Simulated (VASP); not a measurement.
# LaH in VASP: further runs, part 2 of 2

VASP 6.6.1. The steps go on from the part before.

## 4. Single point, PBE

This run uses another cell than the first one, of 21.51 Å³/atom, 1.002 times its volume.

INCAR reads:

```
SYSTEM = LaH
ALGO     = Normal         ! electronic algorithm
EDIFF    = 1E-6           ! SCF threshold, eV
ENCUT    = 500            ! plane-wave cutoff, eV
GGA      = PE             ! functional
GGA_COMPAT= .False.      
ISIF     = 2              ! what is computed and relaxed
ISMEAR   = 0              ! smearing method
LASPH    = .True.         ! aspherical terms in the spheres
LCHARG   = .True.         ! write CHGCAR
LELF     = .True.         ! ELF
LMAXMIX  = 6              ! l up to which the mixer works
LREAL    = .False.        ! projectors in reciprocal space
LVHAR    = .True.       
LWAVE    = .False.        ! write WAVECAR
NBANDS   = 13             ! bands
NELM     = 200            ! most SCF steps
PREC     = Accurate       ! precision mode
SIGMA    = 0.2            ! smearing width, eV
```

KPOINTS reads:

```
k-points
0
Gamma
  5 6 6
  0 0 0
```

POSCAR reads:

```
LaH
1.0
    3.7373226662      0.0000000000      0.0000000000
    0.0000000000      2.4014613150      2.3971948228
    0.0000000000     -2.4014613150      2.3971948228
La H
1 1
Direct
    0.5000000000      0.9414878658      0.9414878658
    0.5000000000      0.4414923242      0.4414923242
```

Potentials or basis: VASP PAW PBE potentials, release 64 (La, H).

Run with:

```console
$ cat potpaw_PBE.64/La/POTCAR potpaw_PBE.64/H/POTCAR > POTCAR
$ mpirun -np 1 vasp_std > vasp.out
```

OUTCAR:

```text
SYSTEM = LaH
   EDIFF = 1E-6
   ENCUT = 500
   GGA = PE
   ISIF = 2
   ISMEAR = 0
   LASPH = .True.
   LREAL = .False.
   NELM = 200
   PREC = Accurate

 ion  position               nearest neighbor table
   1  0.500  0.941  0.941-
   2  0.500  0.441  0.441-

  LATTYP: Found a base centered orthorhombic cell.
 ALAT       =     4.7943896456
 B/A-ratio  =     1.0017797853
 C/A-ratio  =     0.7795200104

  Lattice vectors:

 A1 = (   0.0000000000,   2.4014613150,   2.3971948228)
 A2 = (   0.0000000000,  -2.4014613150,   2.3971948228)
 A3 = (   3.7373226662,   0.0000000000,   0.0000000000)

Analysis of symmetry for initial positions (statically):
=====================================================================
 Subroutine PRICEL returns:
 Original cell was already a primitive cell.

 Routine SETGRP: Setting up the symmetry group for a
 base centered orthorhombic supercell.

 Subroutine GETGRP returns: Found  8 space group operations
 (whereof  4 operations were pure point group operations)
 out of a pool of  8 trial point group operations.

The static configuration has the point symmetry C_2v.
 The point group associated with its full space group is D_2h.

Analysis of symmetry for dynamics (positions and initial velocities):
=====================================================================
 Subroutine PRICEL returns:
 Original cell was already a primitive cell.

 Routine SETGRP: Setting up the symmetry group for a
 base centered orthorhombic supercell.

 Subroutine GETGRP returns: Found  8 space group operations
 (whereof  4 operations were pure point group operations)
 out of a pool of  8 trial point group operations.

The dynamic configuration has the point symmetry C_2v.
 The point group associated with its full space group is D_2h.

 Subroutine INISYM returns: Found  8 space group operations
 (whereof  4 operations are pure point group operations),
 and found     1 'primitive' translations

----------------------------------------------------------------------------------------

                                     Primitive cell

  volume of cell :      43.0298

  direct lattice vectors                    reciprocal lattice vectors
     3.737322666  0.000000000  0.000000000     0.267571224  0.000000000  0.000000000
     0.000000000  2.401461315  2.397194823     0.000000000  0.208206560  0.208577123
     0.000000000 -2.401461315  2.397194823     0.000000000 -0.208206560  0.208577123

  length of vectors
     3.737322666  3.393163637  3.393163637     0.267571224  0.294710685  0.294710685

  position of ions in fractional coordinates (direct lattice)
     0.500000000  0.941487866  0.941487866
     0.500000000  0.441492324  0.441492324

  ion indices of the primitive-cell ions
   primitive index   ion index
                 1           1
                 2           2

----------------------------------------------------------------------------------------

 KPOINTS: k-points

Automatic generation of k-mesh.
 Grid dimensions read from file:
 generate k-points for:    5    6    6

 Generating k-lattice:

  Cartesian coordinates                     Fractional coordinates (reciprocal lattice)
     0.053514245  0.000000000  0.000000000     0.200000000  0.000000000  0.000000000
     0.000000000  0.034701093  0.034762854     0.000000000  0.166666667  0.000000000
     0.000000000 -0.034701093  0.034762854     0.000000000  0.000000000  0.166666667
[... 41 lines left out ...]
   total plane-waves  NPLWV =  21952
   dimension x,y,z NGX =    28 NGY =   28 NGZ =   28
   dimension x,y,z NGXF=    56 NGYF=   56 NGZF=   56
   ions per type =               1   1
   NGX,Y,Z   is equivalent  to a cutoff of  12.46, 13.72, 13.72 a.u.
   NGXF,Y,Z  is equivalent  to a cutoff of  24.91, 27.44, 27.44 a.u.
 SYSTEM =  LaH
   PREC   = accura    normal or accurate (medium, high low for compatibility)
   ISTART =      0    job   : 0-new  1-cont  2-samecut
   ICHARG =      2    charge: 1-file 2-atom 10-const
   ISPIN  =      1    spin polarized calculation?
   LNONCOLLINEAR =      F non collinear calculations
   LSORBIT =      F    spin-orbit coupling
   LASPH  =      T    aspherical Exc in radial PAW
   ENCUT  =  500.0 eV  36.75 Ry    6.06 a.u.   6.81  6.19  6.19*2*pi/ulx,y,z
   NELM   =    200;   NELMIN=  2; NELMDL= -5     # of ELM steps
   EDIFF  = 0.1E-05   stopping-criterion for ELM
   LREAL  =      F    real-space projection
   EDIFFG = 0.1E-04   stopping-criterion for IOM
   NSW    =      0    number of steps for IOM
   IBRION =     -1    ionic relax: 0-MD 1-quasi-New 2-CG
   NFREE  =      0    steps in history (QN), initial steepest desc. (CG)
   ISIF   =      2    stress and relaxation
   ISYM   =      2    0-nonsym 1-usesym 2-fastsym
   POTIM  = 0.5000    time-step for ionic-motion
   TEBEG  =    0.0;   TEEND  =   0.0 temperature during run
   PSTRESS=    0.0 pullay stress
   NELECT =      12.0000    total number of electrons
   NUPDOWN=      -1.0000    fix difference up-down
   EMIN   =  10.00;   EMAX   =-10.00  energy-range for DOS
   EFERMI =   0.00;   METHOD = LEGACY
   ISMEAR =     0;   SIGMA  =   0.20  broadening in eV -4-tet -1-fermi 0-gaus
   EFERMI_NEDOS =   21; number of points for ismear=-14 and -15
   IALGO  =     38    algorithm
   IMIX   =      4    mixing-type and parameters
     AMIX     =   0.40;   BMIX     =  1.00
     AMIX_MAG =   1.60;   BMIX_MAG =  1.00
  volume/ion in A,a.u.               =      21.51       145.19
  Fermi-wavevector in a.u.,A,eV,Ry     =   1.069577  2.021208 15.564998  1.143995
  Thomas-Fermi vector in A             =   2.205261
   LORBIT       =      0    0 simple, 1 ext, 2 COOP (PROOUT), +10 PAW based schemes
   GGA     = PE    functional components
   LHFCALC =     F    Hartree Fock is set to
   AEXX    =    0.0000 exact exchange contribution
   IVDW    =     0    specifies the selected vdW correction
   LEPSILON=     F    determine dielectric tensor
   LRPA    =     F    only Hartree local field effects (RPA)
 non-spin polarized calculation
 Gauss-broadening in eV      SIGMA  =   0.20
  energy-cutoff  :      500.00
  volume of cell :       43.03
 maximum number of plane-waves:      1104
 NGX is ok and might be reduce to    28
   NGX = 13   NGY = 13   NGZ = 13

 number of electron      11.9999998 magnetization

 Free energy of the ion-electron system (eV)
  ---------------------------------------------------
  ext. energy  EPLUGINS =         0.00000000
  ---------------------------------------------------
  free energy    TOTEN  =        -8.42115269 eV

  energy without entropy =       -8.37825872  energy(sigma->0) =       -8.39970571

 E-fermi :   6.6049     XC(G=0):  -9.2274

 val. band max:        6.5772347532   @ k =   0.0000   0.5000  -0.0000
 cond. band min:       6.6288167890   @ k =   0.4000   0.1667   0.0000
 fundamental gap:      0.0515820359
 Fermi energy:         6.6048758166

 k-point     1 :       0.0000    0.0000    0.0000
  band No.  band energies     occupation
      1     -26.4857      2.00000
      2      -9.7247      2.00000
      3      -9.3987      2.00000
      4      -9.3968      2.00000
      5       0.9870      2.00000
      6       5.0852      2.00000
      7       5.6608      2.00000
      8       8.3112      0.00000
      9       8.3487      0.00000
     10       8.3540      0.00000
     11       8.4195      0.00000
     12       8.6459      0.00000
     13       8.6467      0.00000
[... 354 lines left out ...]
  band No.  band energies     occupation
      1     -26.2300      2.00000
      2     -10.6192      2.00000
      3     -10.2004      2.00000
      4      -9.6496      2.00000
      5       3.0199      2.00000
      6       5.6005      2.00000
      7       7.4690      0.00000
      8       7.7588      0.00000
      9       8.1641      0.00000
     10       8.4242      0.00000
     11       8.5620      0.00000
     12       8.6392      0.00000
     13       8.8548      0.00000

 [... further k-points ...]

------------------------ aborting loop because EDIFF is reached ----------------------------------------

  FORCE on cell =-STRESS in cart. coord.  units (eV):
  Direction    XX          YY          ZZ          XY          YZ          ZX
  --------------------------------------------------------------------------------------
  -------------------------------------------------------------------------------------
  Total       -0.0338227      0.0075160      0.0496521      0.0000000      0.0000000      0.0000000
  in kB       -1.2593573      0.2798508      1.8487521      0.0000000      0.0000000      0.0000000
  external PRESSURE =       0.2897485 kB  Pullay stress =       0.0000000 kB

 VOLUME and BASIS-vectors are now :
 -----------------------------------------------------------------------------
  energy-cutoff  :      500.00
  volume of cell :       43.03
      direct lattice vectors                 reciprocal lattice vectors
     3.737322666  0.000000000  0.000000000     0.267571224  0.000000000  0.000000000
     0.000000000  2.401461315  2.397194823     0.000000000  0.208206560  0.208577123
     0.000000000 -2.401461315  2.397194823     0.000000000 -0.208206560  0.208577123

 POSITION                                       TOTAL-FORCE (eV/Angst)
 -----------------------------------------------------------------------------------
      1.86866      0.00000      4.51386         0.000000      0.000000      0.000000
      1.86866      0.00000      2.11669         0.000000      0.000000     -0.000000
 -----------------------------------------------------------------------------------
    total drift:                                0.000000      0.000000     -0.000553

  FREE ENERGIE OF THE ION-ELECTRON SYSTEM (eV)
  ---------------------------------------------------
  free  energy   TOTEN  =        -8.4211526933 eV

  energy  without entropy=       -8.3782587179  energy(sigma->0) =       -8.39970571
```

It took 9.8 s on 1 thread of Intel Xeon 6975P-C (Granite Rapids), shared host; peak memory 0.17 GiB.

Results:

* Free energy: -8.4212 eV
* Pressure: 0.0 GPa
* Band gap on the k mesh: zero (band 6 reaches 7.61 eV, above the bottom of band 7 at 5.66 eV)

Caveat: spin-orbit coupling is left out, which moves the levels of the heavy elements.

## 5. Summary

```tsv
cell	k mesh	gap on the mesh (eV)	pressure (GPa)
a = 3.399, b = 3.399, c = 3.715 Å, 2 atoms	6 × 6 × 5	none	0.0
a = 3.417, b = 3.417, c = 3.588 Å, 2 atoms	6 × 6 × 6	none	0.1
a = 3.737, b = 3.393, c = 3.393 Å, angles 90.1, 90.0, 90.0°, 2 atoms	5 × 6 × 6	none	0.0
```

Alike in all rows: task single point; level PBE; potentials or basis VASP PAW PBE potentials, release 64 (La, H); no spin polarisation; cutoff (eV) 500; smearing gaussian 0.2 eV.

Caveats: spin-orbit coupling is left out, which moves the levels of the heavy elements.

Absolute energies hang on the potentials; compare differences alone.
